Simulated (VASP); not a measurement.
Crystal: MgO (Periclase).

```
Mg O
1.0
     0.00000    2.10217    2.10217
     2.10217    0.00000    2.10217
     2.10217    2.10217    0.00000
Mg O
1 1
Direct
  0.00000 0.00000 0.00000
  0.50000 0.50000 0.50000
```

Base run:

* Program: VASP 6.6.1
* Functional: PBE
* Potentials or basis: VASP PAW PBE potentials, release 64 (Mg, O)
* Cutoff: 600 eV
* k mesh: 10 × 10 × 10
* Occupations: gaussian, width 0.01 eV
* Spin: no spin polarisation

Its results: band gap on the k mesh 4.78 eV, direct; pressure 4.6 GPa.

Problem. The run is repeated on the same cell with these changes: functional from PBE to r2SCAN; cutoff from 600 eV to 660 eV. What comes out?

Solution. Band gap on the k mesh 5.66 eV, direct; pressure -1.4 GPa.

r2SCAN gives the wider gap, since meta-GGAs in the generalised Kohn-Sham scheme recover part of the derivative discontinuity.

Caveats: the PAW data sets were made with another functional, which shifts forces and pressure a little (some runs).

